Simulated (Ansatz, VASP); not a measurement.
BaTiO3 in VASP and in Ansatz

```
CELL_PARAMETERS angstrom
3.99980 0.04000 0.04000
0.04000 3.99980 0.04000
0.04018 0.04018 4.01800
ATOMIC_POSITIONS crystal
Ba 0.00000 0.00000 0.00000
Ti 0.50000 0.50000 0.50000
O 0.50000 0.50000 0.00000
O 0.50000 0.00000 0.50000
O 0.00000 0.50000 0.50000
```

Change from the starting cell: equal xy, yz and zx shear strains of +2 %, crystal datasets.

Alike in both runs: task electric field gradients; functional PBE; k mesh 7 × 7 × 7; occupations fermi-dirac, width 0.03 eV; no spin polarisation.

|  | VASP | Ansatz |
| --- | --- | --- |
| version | VASP 6.6.1 | Ansatz 0.2.0 |
| potentials or method | VASP PAW PBE potentials, release 64 (Ba_sv, Ti_sv, O), cutoff 520 eV | all-electron PAW with datasets made for the crystal, scalar-relativistic |

Ansatz gave:

* gap on the k mesh at the Fermi level (eV): 1.79
* pressure (GPa): 1.8
* traceless stress, the component that is largest in VASP (GPa): -2.41
* size of Vzz on the site where it differs most (V/Å²): 25.4

Question: Which values does VASP return?

Answer: gap on the k mesh at the Fermi level (eV): 1.74; pressure (GPa): 3.6; traceless stress, the component that is largest in VASP (GPa): -2.49; size of Vzz on the site where it differs most (V/Å²): 27.5.

Ansatz ran all-electron here, and VASP with PAW potentials.

Neither program's run includes spin-orbit coupling.
